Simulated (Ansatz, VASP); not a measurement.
## TiO in VASP and in Ansatz

```
Ti O
1.0
     2.81972    0.00000    0.00000
    -1.40986    2.44195    0.00000
     0.00000    0.00000    5.45761
Ti O
2 2
Direct
  0.33333 0.66667 0.25000
  0.66667 0.33333 0.75000
  0.00000 0.00000 0.00000
  0.00000 0.00000 0.50000
```

Alike in both runs: functional PBEsol; k mesh 12 × 12 × 4; occupations gaussian, width 0.1 eV; no spin polarisation.

Ansatz relaxed the structure, and its values are those at the end. VASP's run is a single point on that final structure, the one shown.

|  | VASP | Ansatz |
| --- | --- | --- |
| version | VASP 6.6.1 | Ansatz 0.2.0 |
| potentials or method | VASP PAW PBE potentials, release 64 (Ti_sv, O), cutoff 520 eV | scalar-relativistic, plane waves, PAW |
| valence electrons in the cell | 36 | 36 |

|  | VASP | Ansatz | Ansatz less VASP |
| --- | --- | --- | --- |
| gap on the k mesh at the Fermi level (eV) | none | none | - |
| pressure (GPa) | 0.5 | -0.2 | -0.78 |

VASP's potentials were made for PBE, not for PBEsol. A gap of «none» marks a metal or a gap that the smearing closes.
